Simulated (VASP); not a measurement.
Set up this calculation in VASP 6.6.1, as the native input.

```yaml
Task: single point
Functional: PBEsol
Potentials_or_basis: VASP PAW PBE potentials, release 64 (Ti_sv)
Cutoff: 520 eV
k_mesh: 17 × 17 × 17
Occupations: fermi-dirac, width 0.08 eV
Spin: no spin polarisation
Dipole_correction: no
Further_INCAR_settings: ALGO = Normal; EDIFF = 1e-06; NBANDS = 12
```

The structure of Ti lies in POSCAR:

```
Ti
1.0
   -1.6299862453      1.6299862453      1.6299862453
    1.6299862453     -1.6299862453      1.6299862453
    1.6299862453      1.6299862453     -1.6299862453
Ti
1
Direct
    0.0000000000      0.0000000000      0.0000000000
```

This cell differs from its parent crystal: volume scaled by 0.98.

These files were run (other wordings do the same):

INCAR

```
SYSTEM = Ti
  ALGO = Normal
  EDIFF = 1E-6
  ENCUT = 520
  GGA = PS
  ISIF = 2
  ISMEAR = -1
  LASPH = .True.
  LCHARG = .False.
  LREAL = .False.
  LWAVE = .False.
  NBANDS = 12
  NELM = 100
  PREC = Accurate
  SIGMA = 0.08
```

KPOINTS

```
k-points
0
Gamma
  17 17 17
  0 0 0
```

Potentials or basis: VASP PAW PBE potentials, release 64 (Ti_sv).

Launch:

```bash
$ cat potpaw_PBE.64/Ti_sv/POTCAR > POTCAR
$ mpirun -np 1 vasp_std > vasp.out
```

It gave:

```yaml
Pressure: -4.8 GPa
Band_gap_on_the_k_mesh: zero (band 6 reaches 8.97 eV, above the bottom of band 7 at 7.34 eV)
```

Caveat: the PAW data sets were made with another functional, which shifts forces and pressure a little.

Run time: 9.7 s on 1 thread of Intel(R) Xeon(R) 6975P-C (Granite Rapids), with other jobs on the host, peak memory 0.15 GiB.
